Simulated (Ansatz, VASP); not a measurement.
ZnS: VASP beside Ansatz

POSCAR

```
ZnS
1.0
    0.0000000000      2.6940858325      2.6940858325
    2.5593815409      0.0000000000      2.6940858325
    2.5593815409      2.6940858325      0.0000000000
Zn S
1 1
Direct
    0.0000000000      0.0000000000      0.0000000000
    0.2500000000      0.2500000000      0.2500000000
```

INCAR.step1

```
ALGO     = Normal         # electronic algorithm
EDIFF    = 1E-4           # SCF threshold, eV
ENCUT    = 520            # plane-wave cutoff, eV
GGA      = PE             # functional
ISMEAR   = 0              # smearing method
LASPH    = True           # aspherical terms in the spheres
LCHARG   = False          # write CHGCAR
LREAL    = False          # projectors in reciprocal space
LWAVE    = True           # write WAVECAR
NBANDS   = 16             # bands
NELM     = 80             # most SCF steps
PREC     = Accurate       # precision mode
SIGMA    = 0.01           # smearing width, eV
```

File INCAR.step2:

```
ALGO     = Normal         # electronic algorithm
EDIFF    = 1E-6           # SCF threshold, eV
ENCUT    = 520            # plane-wave cutoff, eV
ISIF     = 2              # what is computed and relaxed
ISMEAR   = 0              # smearing method
ISTART   = 1            
LASPH    = True           # aspherical terms in the spheres
LCHARG   = False          # write CHGCAR
LMIXTAU  = True         
LREAL    = False          # projectors in reciprocal space
LWAVE    = False          # write WAVECAR
METAGGA  = R2SCAN         # meta-GGA
NBANDS   = 16             # bands
NELM     = 80             # most SCF steps
PREC     = Accurate       # precision mode
SIGMA    = 0.01           # smearing width, eV
```

The input KPOINTS:

```
k-points
0
Gamma
  8 8 8
```

Input for Ansatz:

```yaml
crystal:
  lattice:
    - [0.0, 2.6940858325, 2.6940858325]
    - [2.5593815409, 0.0, 2.6940858325]
    - [2.5593815409, 2.6940858325, 0.0]
  atoms:
    - { symbol: Zn, position: [0.0, 0.0, 0.0] }
    - { symbol: S, position: [0.25, 0.25, 0.25] }
kpoints:
  mp_grid: { grid: [8, 8, 8] }
  band_path:
    path:
      - [0.0, 0.0, 0.0]
      - [-0.5, -0.5, 0.0]
      - [-0.375, -0.375, 0.25]
      - [-0.375, 0.0, 0.375]
      - [0.0, 0.0, 0.5]
      - [-0.5, -0.25, 0.25]
    npoints: 1
hamiltonian:
  xc: r2scan
scf:
  occupations: { method: fixed }
  n_extra_bands: 4
output:
  forces: true
  stress: true
  eigenvalues: true
```

Change from the starting cell: uniaxial_x strain -5.0%.

Alike in both runs: task single point; functional r2SCAN; k mesh 8 × 8 × 8; no spin polarisation.

|  | VASP | Ansatz |
| --- | --- | --- |
| version | VASP 6.6.1 | Ansatz 0.2.0 |
| potentials or method | VASP PAW PBE potentials, release 64 (Zn, S) | plane waves, PAW |
| plane-wave cutoff (eV) | 520 | 500 |
| occupations | gaussian, width 0.01 eV | fixed |
| valence electrons in the cell | 18 | 18 |

Ansatz gave:

- gap on the k mesh at the Fermi level (eV): 2.82
- pressure (GPa): 4.5
- traceless stress, the component that is largest in VASP (GPa): 1.25

Q: Which values does VASP return?

A: gap on the k mesh at the Fermi level (eV): 2.84; pressure (GPa): 4.5; traceless stress, the component that is largest in VASP (GPa): 1.26.

VASP's potentials were made for PBE, not for r2SCAN.
